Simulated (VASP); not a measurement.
**PbS: single point with PBE**

PbS:

```
CELL_PARAMETERS angstrom
0.00000 2.97416 2.97416
2.97416 0.00000 2.97416
2.97416 2.97416 0.00000
ATOMIC_POSITIONS crystal
Pb 0.00000 0.00000 0.00000
S 0.50000 0.50000 0.50000
```

This cell differs from its parent crystal: volume scaled by 0.97.

```json
{
 "Program": "VASP 6.6.1",
 "Task": "single point",
 "Functional": "PBE",
 "Potentials or basis": "VASP PAW PBE potentials, release 64 (Pb_d, S)",
 "Cutoff": "520 eV",
 "k mesh": "10 × 10 × 10",
 "Occupations": "gaussian, width 0.02 eV",
 "Spin": "no spin polarisation"
}
```

| Quantity | Value |
| --- | --- |
| Pressure | 1.6 GPa |
| Band gap on the k mesh | 0.39 eV, direct |

Levels at points of the mesh, in eV from the valence-band top:
| k point | band 7 | band 8 | band 9 | band 10 | band 11 | band 12 | band 13 | band 14 |
| --- | --- | --- | --- | --- | --- | --- | --- | --- |
| (0.00, 0.00, 0.00) | -6.04 | -2.12 | -2.12 | -2.12 | 5.20 | 5.20 | 5.20 | 6.76 |
| (0.50, 0.00, 0.00) | -8.79 | -1.74 | -1.74 | 0.00 | 0.39 | 1.99 | 1.99 | 8.66 |
| (0.50, 0.50, 0.00) | -7.18 | -5.12 | -3.38 | -3.38 | 3.91 | 5.56 | 5.66 | 5.66 |

It took 14 s on 1 thread of AMD EPYC 9R45 96-Core Processor (Zen 5), with other jobs on the host, peak memory 0.16 GiB.

Caveat: spin-orbit coupling is left out, which moves the levels of the heavy elements. A k mesh can miss the band edges.
